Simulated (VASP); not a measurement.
B14HN14 (a cell with a defect), 29 atoms in the cell. The cell holds a defect, 29 atoms: a = 6.647 Å, b = 6.647 Å, c = 8.343 Å, α = 90.00°, β = 90.00°, γ = 120.00°. 

```yaml
Program: VASP 6.6.1
Task: single point
Functional: PBE
Potentials_or_basis: VASP PAW PBE potentials, release 64 (B, N, H)
Cutoff: 520 eV
k_mesh: 2 × 2 × 2
Occupations: gaussian, width 0.02 eV
Spin: no spin polarisation
Dipole_correction: no
Charge: 1
Further_INCAR_settings: LREAL = Auto; ALGO = Normal; EDIFF = 1e-06; NBANDS = 76; NELECT = 112.0
```

Potentials or basis: VASP PAW PBE potentials, release 64 (B, N, H).

The run is started by

```bash
$ cat potpaw_PBE.64/B/POTCAR potpaw_PBE.64/N/POTCAR potpaw_PBE.64/H/POTCAR > POTCAR
$ mpirun -np 1 vasp_std > vasp.out
```

Hardware: 1 thread of Intel(R) Xeon(R) 6975P-C (Granite Rapids) (shared host).

Q: How long does it take, and how much memory?

A: Wall time 3.2 min on 1 thread of Intel(R) Xeon(R) 6975P-C (Granite Rapids), on a shared host, peak memory 0.44 GiB. Counts: scf iterations 16, k points 8.
